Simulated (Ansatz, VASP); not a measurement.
# Two plane-wave programs on Ti

```
Ti
1.0
     0.00000    1.97722    2.07862
     1.97722    0.00000    2.07862
     1.97722    1.97722    0.00000
Ti
1
Direct
  0.00000 0.00000 0.00000
```

Change from the starting cell: strain -0.025 along x and y, +0.025 along z, atoms carried along.

Alike in both runs: task single point; functional PBEsol; k mesh 26 × 26 × 26; occupations gaussian, width 0.15 eV; no spin polarisation.

|  | VASP | Ansatz |
| --- | --- | --- |
| version | VASP 6.6.1 | Ansatz 0.2.0 |
| potentials or method | VASP PAW PBE potentials, release 64 (Ti_sv), cutoff 520 eV | scalar-relativistic, plane waves, PAW |
| valence electrons in the cell | 12 | 12 |

VASP gave:

- gap on the k mesh at the Fermi level (eV): none
- pressure (GPa): 2.2
- traceless stress, the component that is largest in VASP (GPa): -1.10

Task: Which values does Ansatz return?

Result: gap on the k mesh at the Fermi level (eV): none; pressure (GPa): 3.1; traceless stress, the component that is largest in VASP (GPa): -1.10.

VASP's potentials were made for PBE, not for PBEsol. A gap of «none» marks a metal or a gap that the smearing closes. The functional is the same, so the differences come from potentials, cutoffs and numerics.
